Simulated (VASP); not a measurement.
# C3S7O (P1) in VASP: single point with PBEsol

Aim: the single point of C3S7O with PBEsol.

Program: VASP 6.6.1. These are calculated values, not measurements. Logs are shortened: lines on timing, memory, paths and dates and some standing lists are left out, and cuts for length are marked.

**1. The cell of the first run**

The typed cell holds 22 atoms: a = 4.420 Å, b = 9.222 Å, c = 12.099 Å, α = 78.25°, β = 82.71°, γ = 92.05°.

**2. Single point, PBEsol**

File INCAR:

```
PREC = Accurate
ENCUT = 1000
EDIFF = 1E-6
ISMEAR = -1
SIGMA = 0.1034
LREAL = Auto
LASPH = True
NELM = 120
ALGO = Normal
ISIF = 2
LWAVE = False
LCHARG = True
GGA = PS
LELF = True
LVHAR = True
NBANDS = 77
GGA_COMPAT = False
```

File KPOINTS:

```
Automatic mesh
0
Gamma
  4 2 1
  0.5 0.5 0
```

File POSCAR:

```
C3S7O
1.0
    4.4178404238     -0.1350795842     -0.0026181248
   -0.0477902253      9.2213028322     -0.0638776320
    1.6211623374      2.5545626392     11.7148116748
C S O
6 14 2
Direct
    0.8301345417      0.3589251151      0.2185106132
    0.5885102349      0.6965918711      0.7987164192
    0.6747975070      0.2569885362      0.3169416314
    0.4548161994      0.7857795307      0.7039993241
    0.5287872217      0.5344488635      0.3159380502
    0.9416729155      0.4572074557      0.5736713430
    0.7690974045      0.0878998251      0.3834274549
    0.1348375474      0.8520172828      0.7691588323
    0.9804442298      0.8891924569      0.2680506116
    0.7557815553      0.0912762651      0.5900413454
    1.2949742488      1.0193376673      0.1792804988
    0.4330719473      0.1559896499      0.6863372036
    1.1473876417      0.1103557909      0.0382826701
    0.4593638720      0.9465187010      0.9822249273
    1.1351361990      0.3337608093      0.1263716242
    0.4212067681      0.7333958674      0.9275325686
    0.7949543916      0.5335152245      0.1994347877
    0.8482621250      0.5750345406      0.8012413653
    0.3866454546      0.3580283793      0.3885615422
    0.6235515943      0.8423420312      0.5736176165
    0.4232181467      0.6452054428      0.3448317690
    0.8553365527      0.5694690749      0.5446238395
```

Potentials or basis: VASP PAW PBE potentials, release 64 (C_h, S, O_h).

Command:

```
cat potpaw_PBE.64/C_h/POTCAR potpaw_PBE.64/S/POTCAR potpaw_PBE.64/O_h/POTCAR > POTCAR
mpirun -np 1 vasp_std > vasp.out
```

OUTCAR:

```text
PREC = Accurate
   ENCUT = 1000
   EDIFF = 1E-6
   ISMEAR = -1
   LREAL = Auto
   LASPH = True
   NELM = 120
   ISIF = 2
   GGA = PS

 ion  position               nearest neighbor table
   1  0.830  0.359  0.219-   3 1.44  17 1.60  15 1.69
   2  0.589  0.697  0.799-   4 1.47  18 1.63  16 1.74
   3  0.675  0.257  0.317-   1 1.44   7 1.69  19 1.84
   4  0.455  0.786  0.704-   2 1.47  20 1.63   8 1.72
   5  0.529  0.534  0.316-  21 1.23  17 1.72  19 1.74
   6  0.942  0.457  0.574-  22 1.12
   7  0.769  0.088  0.383-   3 1.69  10 2.50   9 2.65
   8  0.135  0.852  0.769-   4 1.72  16 2.52  18 2.74
   9  0.980  0.889  0.268-  11 1.87   7 2.65
  10  0.756  0.091  0.590-  12 1.92  20 2.40   7 2.50
  11  0.295  0.019  0.179-   9 1.87  13 1.94  14 2.63
  12  0.433  0.156  0.686-  10 1.92
  13  0.147  0.110  0.038-  11 1.94  14 2.23  15 2.50
  14  0.459  0.947  0.982-  16 2.21  13 2.23  11 2.63
  15  0.135  0.334  0.126-   1 1.69  13 2.50  17 2.64
  16  0.421  0.733  0.928-   2 1.74  14 2.21   8 2.52
  17  0.795  0.534  0.199-   1 1.60   5 1.72  15 2.64
  18  0.848  0.575  0.801-   2 1.63   8 2.74
  19  0.387  0.358  0.389-   5 1.74   3 1.84
  20  0.624  0.842  0.574-   4 1.63  10 2.40
  21  0.423  0.645  0.345-   5 1.23
  22  0.855  0.569  0.545-   6 1.12

  LATTYP: Found a triclinic cell.
 ALAT       =     4.4199058088
 B/A-ratio  =     2.8380950981
 C/A-ratio  =     2.7926309848
 COS(alpha) =     0.0084694813
 COS(beta)  =     0.2336930356
 COS(gamma) =     0.6784268755

  Lattice vectors:

 A1 = (  -4.4178404238,   0.1350795842,   0.0026181248)
 A2 = (  -8.7878906223,  -8.9511436638,   0.0691138816)
 A3 = (  -2.7966780864,   2.6896422234,  11.7174297996)

Analysis of symmetry for initial positions (statically):
=====================================================================
 Subroutine PRICEL returns:
 Original cell was already a primitive cell.

 Routine SETGRP: Setting up the symmetry group for a
 triclinic supercell.

 Subroutine GETGRP returns: Found  1 space group operations
 (whereof  1 operations were pure point group operations)
 out of a pool of  2 trial point group operations.

The static configuration has the point symmetry C_1 .

Analysis of symmetry for dynamics (positions and initial velocities):
=====================================================================
 Subroutine PRICEL returns:
[... 129 lines left out ...]
   LREAL  =      T    real-space projection
   EDIFFG = 0.1E-04   stopping-criterion for IOM
   NSW    =      0    number of steps for IOM
   IBRION =     -1    ionic relax: 0-MD 1-quasi-New 2-CG
   NFREE  =      0    steps in history (QN), initial steepest desc. (CG)
   ISIF   =      2    stress and relaxation
   ISYM   =      2    0-nonsym 1-usesym 2-fastsym
   POTIM  = 0.5000    time-step for ionic-motion
   TEBEG  =    0.0;   TEEND  =   0.0 temperature during run
   PSTRESS=    0.0 pullay stress
   NELECT =     120.0000    total number of electrons
   NUPDOWN=      -1.0000    fix difference up-down
   EMIN   =  10.00;   EMAX   =-10.00  energy-range for DOS
   EFERMI =   0.00;   METHOD = LEGACY
   ISMEAR =    -1;   SIGMA  =   0.10  broadening in eV -4-tet -1-fermi 0-gaus
   EFERMI_NEDOS =   21; number of points for ismear=-14 and -15
   IALGO  =     38    algorithm
   IMIX   =      4    mixing-type and parameters
     AMIX     =   0.40;   BMIX     =  1.00
     AMIX_MAG =   1.60;   BMIX_MAG =  1.00
  volume/ion in A,a.u.               =      21.72       146.60
  Fermi-wavevector in a.u.,A,eV,Ry     =   1.032787  1.951685 14.512651  1.066650
  Thomas-Fermi vector in A             =   2.167002
   LORBIT       =      0    0 simple, 1 ext, 2 COOP (PROOUT), +10 PAW based schemes
   GGA     = PS    functional components
   LHFCALC =     F    Hartree Fock is set to
   AEXX    =    0.0000 exact exchange contribution
   IVDW    =     0    specifies the selected vdW correction
   LEPSILON=     F    determine dielectric tensor
   LRPA    =     F    only Hartree local field effects (RPA)
 non-spin polarized calculation
  energy-cutoff  :     1000.00
  volume of cell :      477.94
 maximum number of plane-waves:     34357
 NGX is ok and might be reduce to    48
   NGX = 23   NGY = 47   NGZ = 63

 number of electron     119.9999999 magnetization

 Free energy of the ion-electron system (eV)
  ---------------------------------------------------
  ext. energy  EPLUGINS =         0.00000000
  ---------------------------------------------------
  free energy    TOTEN  =      -121.90096822 eV

  energy without entropy =     -121.62614007  energy(sigma->0) =     -121.76355415

 E-fermi :   2.1914     XC(G=0):  -8.2008

 val. band max:        2.1735112806   @ k =  -0.3750   0.2500   0.0000
 cond. band min:       2.2631067452   @ k =   0.1250   0.2500   0.0000
 fundamental gap:      0.0895954646
 Fermi energy:         2.1914345579

 k-point     1 :       0.1250    0.2500    0.0000
  band No.  band energies     occupation
      1     -22.0310      2.00000
      2     -19.4838      2.00000
      3     -16.1762      2.00000
      4     -15.7873      2.00000
      5     -15.5367      2.00000
      6     -14.3705      2.00000
[... 289 lines left out ...]
     71       5.3269      0.00000
     72       5.6018      0.00000
 [bands above 72 left out]

------------------------ aborting loop because EDIFF is reached ----------------------------------------

  FORCE on cell =-STRESS in cart. coord.  units (eV):
  Direction    XX          YY          ZZ          XY          YZ          ZX
  --------------------------------------------------------------------------------------
  -------------------------------------------------------------------------------------
  Total        6.6120993      9.1691444     10.8218431     -1.0828150     -3.2593891      0.0655176
  in kB       22.1654703     30.7373479     36.2776223     -3.6298764    -10.9263168      0.2196320
  external PRESSURE =      29.7268135 kB  Pullay stress =       0.0000000 kB

 VOLUME and BASIS-vectors are now :
 -----------------------------------------------------------------------------
  energy-cutoff  :     1000.00
  volume of cell :      477.94
      direct lattice vectors                 reciprocal lattice vectors
     4.417840424 -0.135079584 -0.002618125     0.226365443  0.000954718 -0.031533927
    -0.047790225  9.221302832 -0.063877632     0.003296952  0.108294886 -0.024071319
     1.621162337  2.554562639 11.714811675     0.000068567  0.000590715  0.085223719

 POSITION                                       TOTAL-FORCE (eV/Angst)
 -----------------------------------------------------------------------------------
      4.00449      3.75582      2.53471         0.787510     -4.298860      1.862775
      3.86150      8.38436      9.31078        -1.000521      0.235680     -0.462555
      3.48268      3.08827      3.69473        -0.494321      1.785595     -0.495711
      3.11305      8.98289      8.19583        -0.026879      0.168329      2.291022
      2.82274      5.66397      3.66563        -1.306101      1.652785      1.068160
      5.06833      5.55433      6.68878         0.727872     -1.499598      0.570036
[... 14 lines left out ...]
      2.39790      6.77336      3.99732         0.529715     -0.649005     -0.403064
      4.63445      6.52698      6.34155        -0.710556      1.178052     -0.891481
 -----------------------------------------------------------------------------------
    total drift:                               -0.008689      0.025859      0.019631

  FREE ENERGIE OF THE ION-ELECTRON SYSTEM (eV)
  ---------------------------------------------------
  free  energy   TOTEN  =      -121.9009682180 eV

  energy  without entropy=     -121.6261400739  energy(sigma->0) =     -121.76355415
```

OSZICAR:

```text
N       E                     dE             d eps       ncg     rms          rms(c)
DAV:   1     0.105055870577E+04    0.10506E+04   -0.74972E+04   616   0.225E+03
DAV:   2     0.225671068635E+02   -0.10280E+04   -0.99279E+03   788   0.316E+02
DAV:   3    -0.122125291187E+03   -0.14469E+03   -0.14170E+03   784   0.123E+02
[... 11 lines left out ...]
DAV:  15    -0.121900926007E+03   -0.29876E-04   -0.12420E-04   808   0.476E-02    0.251E-02
DAV:  16    -0.121900954250E+03   -0.28243E-04   -0.47698E-05   688   0.263E-02    0.150E-02
DAV:  17    -0.121900962360E+03   -0.81104E-05   -0.11021E-05   776   0.153E-02    0.616E-03
DAV:  18    -0.121900967491E+03   -0.51305E-05   -0.67602E-06   664   0.100E-02    0.312E-03
DAV:  19    -0.121900968218E+03   -0.72707E-06   -0.56710E-07   464   0.340E-03
   1 F= -.12190097E+03 E0= -.12176355E+03  d E =-.274828E+00
```

stdout:

```text
POSCAR found type information on POSCAR C S O
 POSCAR found :  3 types and      22 ions
 scaLAPACK will be used
 -----------------------------------------------------------------------------
|                                                                             |
|                                                                             |
|     You enforced a specific xc type in the INCAR file but a different       |
|     I HOPE YOU KNOW WHAT YOU ARE DOING!                                     |
|                                                                             |
 -----------------------------------------------------------------------------

 LDA part: xc-table for (Slater+PW92), standard interpolation
 POSCAR, INCAR and KPOINTS ok, starting setup
 FFT: planning ... GRIDC
 FFT: planning ... GRID_SOFT
 FFT: planning ... GRID
 WAVECAR not read
 entering main loop
```

Run time: 9.2 min. Hardware: 1 thread of Intel Xeon Platinum 8488C (Sapphire Rapids), shared host; peak memory 1.2 GiB.

What came out:

* Free energy: -121.9010 eV
* Pressure: 3.0 GPa
* Largest force: 4.751 eV/Å
* Band gap on the k mesh: 0.09 eV (least direct gap 0.21 eV)

Forces on the atoms (eV/Å):
```
C    0.788 -4.299  1.863
C   -1.001  0.236 -0.463
C   -0.494  1.786 -0.496
C   -0.027  0.168  2.291
C   -1.306  1.653  1.068
C    0.728 -1.500  0.570
S   -0.044  0.585 -0.675
S    0.499  0.787 -1.315
S   -1.098 -0.843  1.089
S   -0.061 -0.039  0.204
S    1.674  0.081  1.187
S    0.005 -0.737 -0.109
S   -0.720  0.746 -2.245
S    0.183 -0.345 -0.757
S    0.447 -0.863 -0.418
S    0.300 -0.580  1.083
S   -0.610  3.883 -1.172
S    0.098 -0.092  0.404
S    0.842 -1.642 -0.096
S   -0.022  0.488 -0.721
O    0.530 -0.649 -0.403
O   -0.711  1.178 -0.891
```

Caveat: the k points lie up to 0.54 Å⁻¹ apart; the atoms stand as in a frame of molecular dynamics; the PAW data sets were made with another functional, which shifts forces and pressure a little; a shifted mesh leaves out Γ, where band edges can lie. A k mesh can miss the band edges.
